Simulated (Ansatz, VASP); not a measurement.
**One calculation of CaB6, two programs**

```
Ca B
1.0
     4.18899    0.00000    0.00000
     0.00000    4.18899    0.00000
     0.00000    0.00000    4.18899
Ca B
1 6
Cartesian
  0.0000 0.0000 0.0000
  0.8452 2.0945 2.0945
  2.0945 0.8452 2.0945
  3.3438 2.0945 2.0945
  2.0945 3.3438 2.0945
  2.0945 2.0945 0.8452
  2.0945 2.0945 3.3438
```

Alike in both runs: task relaxation of the atoms; functional PBE; k mesh 8 × 8 × 8; occupations gaussian, width 0.01 eV; no spin polarisation.

```csv
,VASP,Ansatz
version,VASP 6.6.1,Ansatz 0.2.0
potentials or method,"VASP PAW PBE potentials, release 64 (Ca_sv, B), cutoff 520 eV","scalar-relativistic, plane waves, PAW"
valence electrons in the cell,28,28
```

```tsv
	VASP	Ansatz	Ansatz less VASP
gap on the k mesh at the Fermi level, each at its own relaxed structure (eV)	0.06	0.06	-0.003
```

Ansatz's warnings: stress scf threshold loose.
